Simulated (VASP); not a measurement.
## BAs: single point with PBEsol

BAs:

```
CELL_PARAMETERS angstrom
0.00000 2.38850 2.38850
2.38850 0.00000 2.38850
2.38850 2.38850 0.00000
ATOMIC_POSITIONS crystal
As 0.75000 0.75000 0.75000
B 0.00000 0.00000 0.00000
```

* Program: VASP 6.6.1
* Task: single point
* Functional: PBEsol
* Potentials or basis: VASP PAW PBE potentials, release 64 (As, B)
* Cutoff: 520 eV
* k mesh: 10 × 10 × 10
* Occupations: fermi-dirac, width 0.05 eV
* Spin: non-collinear spin, zero start, spin-orbit coupling
* Starting moments: [[0.0, 0.0, 0.0], [0.0, 0.0, 0.0]] μB

```json
{
  "Pressure": "0.1 GPa",
  "Net moment": "0.00 μB per cell",
  "Valence electrons inside the program's atomic spheres": "As 2.93; B 1.82"
}
```

Moments on the atoms (μB; x, y, z):
```
As  0.00 0.00 0.00
B   0.00 0.00 0.00
```

Run time: 57 s on 1 thread of AMD EPYC 9R14 (Zen 4), on a shared host, peak memory 0.24 GiB.

Caveat: the PAW data sets were made with another functional, which shifts forces and pressure a little.
